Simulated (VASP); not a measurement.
# Fe (Pm-3m) in VASP: notebook

The runs below take Fe through single point, with r2SCAN.

All numbers are computed with VASP 6.6.1; they aren't measurements. Logs are shortened: lines on timing, memory, paths and dates and some standing lists are left out, and cuts for length are marked.

## (1) The cell of the first run

It takes space group Pm-3m (No. 221, cubic). Conventional cell: a = 2.434 Å, b = 2.434 Å, c = 2.434 Å, α = 90.00°, β = 90.00°, γ = 90.00°. Within 3.2 Å of Fe (site symmetry m-3m) lie 6 Fe at 2.43 Å.

This isn't the form of Fe at room conditions, which is bcc.

## (2) Single point, r2SCAN, collinear spin, antiferromagnetic start

File POSCAR:

```
Fe
1.0
    0.0000000000      2.4342885952      2.4342885952
    2.4342885952      0.0000000000      2.4342885952
    2.4342885952      2.4342885952      0.0000000000
Fe
2
Direct
    1.0000000000      0.0000000000      0.0000000000
    0.5000000000      0.5000000000      0.5000000000
```

File INCAR.step1:

```
  PREC = Accurate
  ENCUT = 520
  ISMEAR = -1
  SIGMA = 0.05
  LREAL = False
  LASPH = True
  NELM = 150
  ISPIN = 2
  MAGMOM = 2.5 -2.5
  LMAXMIX = 4
  NBANDS = 19
  GGA = PE
  ALGO = Normal
  EDIFF = 1E-4
  LWAVE = True
  LCHARG = False
```

File INCAR.step2:

```
  PREC = Accurate
  ENCUT = 520
  EDIFF = 1E-6
  ISMEAR = -1
  SIGMA = 0.05
  LREAL = False
  LASPH = True
  NELM = 150
  ALGO = Normal
  ISIF = 2
  LWAVE = False
  LCHARG = False
  ISPIN = 2
  MAGMOM = 2.5 -2.5
  LORBIT = 11
  LMAXMIX = 4
  METAGGA = R2SCAN
  LMIXTAU = True
  NBANDS = 19
  ISTART = 1
```

File KPOINTS:

```
Automatic mesh
0
Gamma
  12 12 12
```

Potentials or basis: VASP PAW PBE potentials, release 64 (Fe).

On the command line:

```sh
$ cat potpaw_PBE.64/Fe/POTCAR > POTCAR
$ cp INCAR.step1 INCAR
$ mpirun -np 1 vasp_std > vasp.out
$ cp INCAR.step2 INCAR
$ mpirun -np 1 vasp_std > vasp.out
```

OUTCAR:

```text
PREC = Accurate
   ENCUT = 520
   EDIFF = 1E-6
   ISMEAR = -1
   LREAL = False
   LASPH = True
   NELM = 150
   ISIF = 2
   ISPIN = 2
   LORBIT = 11
   METAGGA = R2SCAN
   ISTART = 1

 ion  position               nearest neighbor table
   1  0.000  0.000  0.000-   2 2.43   2 2.43   2 2.43   2 2.43   2 2.43   2 2.43
   2  0.500  0.500  0.500-   1 2.43   1 2.43   1 2.43   1 2.43   1 2.43   1 2.43

  LATTYP: Found a face centered cubic cell.
 ALAT       =     4.8685771904

  Lattice vectors:

 A1 = (   0.0000000000,   2.4342885952,   2.4342885952)
 A2 = (   2.4342885952,   0.0000000000,   2.4342885952)
 A3 = (   2.4342885952,   2.4342885952,   0.0000000000)

Analysis of symmetry for initial positions (statically):
=====================================================================
 Subroutine PRICEL returns following result:

  LATTYP: Found a simple cubic cell.
 ALAT       =     2.4342885952

  Lattice vectors:

 A1 = (  -2.4342885952,   0.0000000000,   0.0000000000)
 A2 = (   0.0000000000,   0.0000000000,   2.4342885952)
 A3 = (   0.0000000000,   2.4342885952,   0.0000000000)

   2 primitive cells build up your supercell.

 Routine SETGRP: Setting up the symmetry group for a
 face centered cubic supercell.

 Subroutine GETGRP returns: Found 48 space group operations
 (whereof 48 operations were pure point group operations)
 out of a pool of 48 trial point group operations.

The static configuration has the point symmetry O_h .

Analysis of symmetry for dynamics (positions and initial velocities):
=====================================================================
 Subroutine PRICEL returns following result:

  LATTYP: Found a simple cubic cell.
 ALAT       =     2.4342885952

  Lattice vectors:

 A1 = (  -2.4342885952,   0.0000000000,   0.0000000000)
 A2 = (   0.0000000000,   0.0000000000,   2.4342885952)
 A3 = (   0.0000000000,   2.4342885952,   0.0000000000)

   2 primitive cells build up your supercell.

 Routine SETGRP: Setting up the symmetry group for a
 face centered cubic supercell.

 Subroutine GETGRP returns: Found 48 space group operations
 (whereof 48 operations were pure point group operations)
 out of a pool of 48 trial point group operations.

The dynamic configuration has the point symmetry O_h .

Analysis of structural, dynamic, and magnetic symmetry:
=====================================================================
 Subroutine PRICEL returns following result:

  LATTYP: Found a simple cubic cell.
 ALAT       =     2.4342885952

  Lattice vectors:

 A1 = (  -2.4342885952,   0.0000000000,   0.0000000000)
 A2 = (   0.0000000000,   0.0000000000,   2.4342885952)
 A3 = (   0.0000000000,   2.4342885952,   0.0000000000)

   2 primitive cells build up your supercell.

 Routine SETGRP: Setting up the symmetry group for a
 face centered cubic supercell.

 Subroutine GETGRP returns: Found 48 space group operations
 (whereof 48 operations were pure point group operations)
 out of a pool of 48 trial point group operations.

The overall configuration has the point symmetry O_h .

 Subroutine INISYM returns: Found 48 space group operations
 (whereof 48 operations are pure point group operations),
 and found     2 'primitive' translations

----------------------------------------------------------------------------------------

                                     Primitive cell

  volume of cell :      14.4250

  direct lattice vectors                    reciprocal lattice vectors
    -2.434288595  0.000000000  0.000000000    -0.410797636  0.000000000  0.000000000
     0.000000000  0.000000000  2.434288595     0.000000000  0.000000000  0.410797636
     0.000000000  2.434288595  0.000000000     0.000000000  0.410797636  0.000000000

  length of vectors
     2.434288595  2.434288595  2.434288595     0.410797636  0.410797636  0.410797636

  position of ions in fractional coordinates (direct lattice)
     0.000000000  0.000000000  0.000000000

  ion indices of the primitive-cell ions
   primitive index   ion index
                 1           1

----------------------------------------------------------------------------------------

 KPOINTS: Automatic mesh

Automatic generation of k-mesh.
 Grid dimensions read from file:
 generate k-points for:   12   12   12

 Generating k-lattice:

  Cartesian coordinates                     Fractional coordinates (reciprocal lattice)
    -0.017116568  0.017116568  0.017116568     0.083333333  0.000000000  0.000000000
     0.017116568 -0.017116568  0.017116568     0.000000000  0.083333333  0.000000000
     0.017116568  0.017116568 -0.017116568     0.000000000  0.000000000  0.083333333

  Length of vectors
     0.029646766  0.029646766  0.029646766

  Shift w.r.t. Gamma in fractional coordinates (k-lattice)
     0.000000000  0.000000000  0.000000000

 Subroutine IBZKPT returns following result:
 ===========================================

 Found     72 irreducible k-points:

 Following reciprocal coordinates:
            Coordinates               Weight
  0.000000  0.000000  0.000000      1.000000
  0.083333  0.000000  0.000000      8.000000
  0.166667  0.000000  0.000000      8.000000
  0.250000  0.000000  0.000000      8.000000
  0.333333  0.000000  0.000000      8.000000
  0.416667  0.000000  0.000000      8.000000
[... 16 lines left out ...]
  0.500000  0.166667  0.000000     24.000000
 -0.416667  0.166667  0.000000     24.000000
 [... further k-points ...]
   k-points           NKPTS =     72   k-points in BZ     NKDIM =     72   number of bands    NBANDS=     19
   number of dos      NEDOS =    301   number of ions     NIONS =      2
   total plane-waves  NPLWV =  21952
   dimension x,y,z NGX =    28 NGY =   28 NGZ =   28
   dimension x,y,z NGXF=    56 NGYF=   56 NGZF=   56
   ions per type =               2
   NGX,Y,Z   is equivalent  to a cutoff of  13.52, 13.52, 13.52 a.u.
   NGXF,Y,Z  is equivalent  to a cutoff of  27.04, 27.04, 27.04 a.u.
 SYSTEM =  unknown system
   PREC   = accura    normal or accurate (medium, high low for compatibility)
   ISTART =      1    job   : 0-new  1-cont  2-samecut
   ICHARG =      0    charge: 1-file 2-atom 10-const
   ISPIN  =      2    spin polarized calculation?
   LNONCOLLINEAR =      F non collinear calculations
   LSORBIT =      F    spin-orbit coupling
   LASPH  =      T    aspherical Exc in radial PAW
   ENCUT  =  520.0 eV  38.22 Ry    6.18 a.u.   6.40  6.40  6.40*2*pi/ulx,y,z
   NELM   =    150;   NELMIN=  2; NELMDL=  0     # of ELM steps
   EDIFF  = 0.1E-05   stopping-criterion for ELM
   LREAL  =      F    real-space projection
   EDIFFG = 0.1E-04   stopping-criterion for IOM
   NSW    =      0    number of steps for IOM
   IBRION =     -1    ionic relax: 0-MD 1-quasi-New 2-CG
   NFREE  =      0    steps in history (QN), initial steepest desc. (CG)
   ISIF   =      2    stress and relaxation
   ISYM   =      2    0-nonsym 1-usesym 2-fastsym
   POTIM  = 0.5000    time-step for ionic-motion
   TEBEG  =    0.0;   TEEND  =   0.0 temperature during run
   PSTRESS=    0.0 pullay stress
   NELECT =      16.0000    total number of electrons
   NUPDOWN=      -1.0000    fix difference up-down
   EMIN   =  10.00;   EMAX   =-10.00  energy-range for DOS
   EFERMI =   0.00;   METHOD = LEGACY
   ISMEAR =    -1;   SIGMA  =   0.05  broadening in eV -4-tet -1-fermi 0-gaus
   EFERMI_NEDOS =   21; number of points for ismear=-14 and -15
   IALGO  =     38    algorithm
   IMIX   =      4    mixing-type and parameters
     AMIX     =   0.40;   BMIX     =  1.00
     AMIX_MAG =   1.60;   BMIX_MAG =  1.00
  volume/ion in A,a.u.               =      14.43        97.34
  Fermi-wavevector in a.u.,A,eV,Ry     =   1.345032  2.541743 24.614467  1.809112
  Thomas-Fermi vector in A             =   2.472978
   LORBIT       =     11    0 simple, 1 ext, 2 COOP (PROOUT), +10 PAW based schemes
   METAGGA = R2SCAN    functional components
   LHFCALC =     F    Hartree Fock is set to
   AEXX    =    0.0000 exact exchange contribution
   IVDW    =     0    specifies the selected vdW correction
   LEPSILON=     F    determine dielectric tensor
   LRPA    =     F    only Hartree local field effects (RPA)
 spin polarized calculation
  energy-cutoff  :      520.00
  volume of cell :       28.85
 maximum number of plane-waves:       794
 NGX is ok and might be reduce to    28
   NGX = 13   NGY = 13   NGZ = 13

 number of electron      16.0000008 magnetization       0.0000000

 number of electron      16.0000008 magnetization      -0.0000000

 Free energy of the ion-electron system (eV)
  ---------------------------------------------------
  ext. energy  EPLUGINS =         0.00000000
  ---------------------------------------------------
  free energy    TOTEN  =       -26.49059172 eV

  energy without entropy =      -26.47118043  energy(sigma->0) =      -26.48088607

 E-fermi :   4.5238     XC(G=0): -12.6307

 val. band max:        4.5025727969   @ k =   0.4167   0.2500   0.0833
 cond. band min:       4.5398122943   @ k =  -0.3333   0.4167   0.0833
 fundamental gap:      0.0372394975
 Fermi energy:         4.5237736745

 spin component 1

 k-point     1 :       0.0000    0.0000    0.0000
  band No.  band energies     occupation
      1      -3.8093      1.00000
      2       0.2563      1.00000
      3       0.2563      1.00000
      4       0.2567      1.00000
      5       0.3488      1.00000
      6       0.3502      1.00000
[... 11 lines left out ...]
     18      20.5197      0.00000
     19      23.1017      0.00000
[... 489 lines left out ...]
      3       0.8052      1.00000
      4       0.9175      1.00000
      5       1.5095      1.00000
      6       2.2387      1.00000
[... 11 lines left out ...]
     18      23.4122      0.00000
     19      25.8177      0.00000

 [... further k-points ...]

 spin component 2

 k-point     1 :       0.0000    0.0000    0.0000
  band No.  band energies     occupation
      1      -3.8093      1.00000
      2       0.2563      1.00000
      3       0.2563      1.00000
      4       0.2567      1.00000
      5       0.3488      1.00000
      6       0.3502      1.00000
[... 11 lines left out ...]
     18      20.5197      0.00000
     19      23.1027      0.00000
[... 489 lines left out ...]
      3       0.8052      1.00000
      4       0.9175      1.00000
      5       1.5095      1.00000
      6       2.2387      1.00000
[... 11 lines left out ...]
     18      23.4122      0.00000
     19      25.8177      0.00000

 [... further k-points ...]
[... 5 lines left out ...]
  --------------------------------------------------------------------------------------
  -------------------------------------------------------------------------------------
  Total       -0.0561800     -0.0561800     -0.0561800     -0.0000000     -0.0000000     -0.0000000
  in kB       -3.1199380     -3.1199380     -3.1199380     -0.0000000     -0.0000000     -0.0000000
  external PRESSURE =      -3.1199380 kB  Pullay stress =       0.0000000 kB

 VOLUME and BASIS-vectors are now :
 -----------------------------------------------------------------------------
  energy-cutoff  :      520.00
  volume of cell :       28.85
      direct lattice vectors                 reciprocal lattice vectors
     0.000000000  2.434288595  2.434288595    -0.205398818  0.205398818  0.205398818
     2.434288595  0.000000000  2.434288595     0.205398818 -0.205398818  0.205398818
     2.434288595  2.434288595  0.000000000     0.205398818  0.205398818 -0.205398818

 POSITION                                       TOTAL-FORCE (eV/Angst)
 -----------------------------------------------------------------------------------
      0.00000      0.00000      0.00000        -0.000000     -0.000000      0.000000
      2.43429      2.43429      2.43429         0.000000      0.000000     -0.000000
 -----------------------------------------------------------------------------------
    total drift:                                0.000000      0.000000      0.000000

  FREE ENERGIE OF THE ION-ELECTRON SYSTEM (eV)
  ---------------------------------------------------
  free  energy   TOTEN  =       -26.4905917191 eV

  energy  without entropy=      -26.4711804302  energy(sigma->0) =      -26.48088607

 total charge

# of ion       s       p       d       tot
------------------------------------------
    1        0.498   0.461   6.085   7.043
    2        0.498   0.461   6.085   7.043
--------------------------------------------------
tot          0.995   0.921  12.170  14.086

 magnetization (x)

# of ion       s       p       d       tot
------------------------------------------
    1        0.083   0.055   2.688   2.826
    2       -0.083  -0.055  -2.688  -2.826
--------------------------------------------------
tot          0.000   0.000   0.000   0.000
```

Wall time 8.6 min (1 thread of Intel Xeon 8259CL, shared host); peak memory 0.22 GiB.

Results:

* Free energy: -26.4906 eV
* Pressure: -0.3 GPa
* Band gap on the k mesh: zero (filled and empty bands overlap)
* Net moment: 0.00 μB per cell
* Site moments: Fe +2.83, -2.83 μB
* Valence electrons inside the program's atomic spheres: Fe 7.04

Caveat: the antiferromagnetic order is the one typed at the start, and another may lie lower; the PAW data sets were made with another functional, which shifts forces and pressure a little.

## (3) Single point, r2SCAN, collinear spin, antiferromagnetic start (12.69 Å³/atom)

This run uses another cell than the first one, of 12.69 Å³/atom.

File POSCAR:

```
Fe
1.0
    0.0000000000      2.3327397426      2.3327397426
    2.3327397426      0.0000000000      2.3327397426
    2.3327397426      2.3327397426      0.0000000000
Fe
2
Direct
    1.0000000000      0.0000000000      0.0000000000
    0.5000000000      0.5000000000      0.5000000000
```

File INCAR.step1:

```
SYSTEM = Fe
PREC = Accurate ; ENCUT = 520
ISMEAR = -1 ; SIGMA = 0.05
LREAL = .False. ; LASPH = .True.
NELM = 150 ; ISPIN = 2
MAGMOM = 2.741 -2.741 ; LMAXMIX = 4
NBANDS = 19 ; GGA = PE
ALGO = Normal ; EDIFF = 1E-4
LWAVE = .True. ; LCHARG = .False.
```

File INCAR.step2:

```
SYSTEM = Fe
PREC = Accurate ; ENCUT = 520
EDIFF = 1E-7 ; ISMEAR = -1
SIGMA = 0.05 ; LREAL = .False.
LASPH = .True. ; NELM = 150
ALGO = Normal ; ISIF = 2
LWAVE = .False. ; LCHARG = .False.
ISPIN = 2 ; MAGMOM = 2.741 -2.741
LORBIT = 11 ; LMAXMIX = 4
METAGGA = R2SCAN ; LMIXTAU = .True.
NBANDS = 19 ; ISTART = 1
```

File KPOINTS:

```
Automatic mesh
0
Gamma
  13 13 13
  0 0 0
```

Potentials or basis: VASP PAW PBE potentials, release 64 (Fe).

On the command line:

```sh
$ cat potpaw_PBE.64/Fe/POTCAR > POTCAR
$ cp INCAR.step1 INCAR
$ mpirun -np 1 vasp_std > vasp.out
$ cp INCAR.step2 INCAR
$ mpirun -np 1 vasp_std > vasp.out
```

OUTCAR:

```text
SYSTEM = Fe
   PREC = Accurate
   ENCUT = 520
   EDIFF = 1E-7
   ISMEAR = -1
   LREAL = .False.
   LASPH = .True.
   NELM = 150
   ISIF = 2
   ISPIN = 2
   LORBIT = 11
   METAGGA = R2SCAN
   ISTART = 1

 ion  position               nearest neighbor table
   1  0.000  0.000  0.000-   2 2.33   2 2.33   2 2.33   2 2.33   2 2.33   2 2.33
   2  0.500  0.500  0.500-   1 2.33   1 2.33   1 2.33   1 2.33   1 2.33   1 2.33

  LATTYP: Found a face centered cubic cell.
 ALAT       =     4.6654794852

  Lattice vectors:

 A1 = (   0.0000000000,   2.3327397426,   2.3327397426)
 A2 = (   2.3327397426,   0.0000000000,   2.3327397426)
 A3 = (   2.3327397426,   2.3327397426,   0.0000000000)

Analysis of symmetry for initial positions (statically):
=====================================================================
 Subroutine PRICEL returns following result:

  LATTYP: Found a simple cubic cell.
 ALAT       =     2.3327397426
[... 12 lines left out ...]
 Subroutine GETGRP returns: Found 48 space group operations
 (whereof 48 operations were pure point group operations)
 out of a pool of 48 trial point group operations.

The static configuration has the point symmetry O_h .

[... 736 lines left out ...]
  band No.  band energies     occupation
      1      -3.3816      1.00000
      2       0.9858      1.00000
      3       0.9863      1.00000
      4       1.0541      1.00000
      5       1.0541      1.00000
      6       1.0543      1.00000
[... 517 lines left out ...]
     18      24.4510      0.00000
     19      26.4368      0.00000

 [... further k-points ...]
[... 5 lines left out ...]
  --------------------------------------------------------------------------------------
  -------------------------------------------------------------------------------------
  Total        2.5244624      2.5244624      2.5244624      0.0000000     -0.0000000      0.0000000
  in kB      159.3127856    159.3127856    159.3127856      0.0000000     -0.0000000      0.0000000
  external PRESSURE =     159.3127856 kB  Pullay stress =       0.0000000 kB

 VOLUME and BASIS-vectors are now :
 -----------------------------------------------------------------------------
  energy-cutoff  :      520.00
  volume of cell :       25.39
      direct lattice vectors                 reciprocal lattice vectors
     0.000000000  2.332739743  2.332739743    -0.214340242  0.214340242  0.214340242
     2.332739743  0.000000000  2.332739743     0.214340242 -0.214340242  0.214340242
     2.332739743  2.332739743  0.000000000     0.214340242  0.214340242 -0.214340242

 POSITION                                       TOTAL-FORCE (eV/Angst)
 -----------------------------------------------------------------------------------
      0.00000      0.00000      0.00000         0.000000     -0.000000     -0.000000
      2.33274      2.33274      2.33274        -0.000000      0.000000      0.000000
 -----------------------------------------------------------------------------------
    total drift:                                0.000000      0.000000      0.000000

  FREE ENERGIE OF THE ION-ELECTRON SYSTEM (eV)
  ---------------------------------------------------
  free  energy   TOTEN  =       -26.3460273204 eV

  energy  without entropy=      -26.3311194300  energy(sigma->0) =      -26.33857338

 total charge

# of ion       s       p       d       tot
------------------------------------------
    1        0.541   0.545   6.172   7.258
    2        0.541   0.545   6.172   7.258
--------------------------------------------------
tot          1.081   1.090  12.345  14.516

 magnetization (x)

# of ion       s       p       d       tot
------------------------------------------
    1        0.080   0.054   2.508   2.643
    2       -0.080  -0.054  -2.508  -2.643
--------------------------------------------------
tot          0.000   0.000   0.000   0.000
```

It took 12 min on 1 thread of Intel Xeon 8259CL, shared host; peak memory 0.22 GiB.

What came out:

```
Free energy                                           : -26.3460 eV
Pressure                                              : 15.9 GPa
Band gap on the k mesh                                : zero (filled and empty bands overlap)
Net moment                                            : 0.00 μB per cell
Site moments                                          : Fe +2.64, -2.64 μB
Valence electrons inside the program's atomic spheres : Fe 7.26
```

Caveat: the cell stands under pressure; the antiferromagnetic order is the one typed at the start, and another may lie lower; the PAW data sets were made with another functional, which shifts forces and pressure a little.

[end of part 1 of 2]

The gap in the log of VASP goes by the Fermi energy; the results here count the filled bands.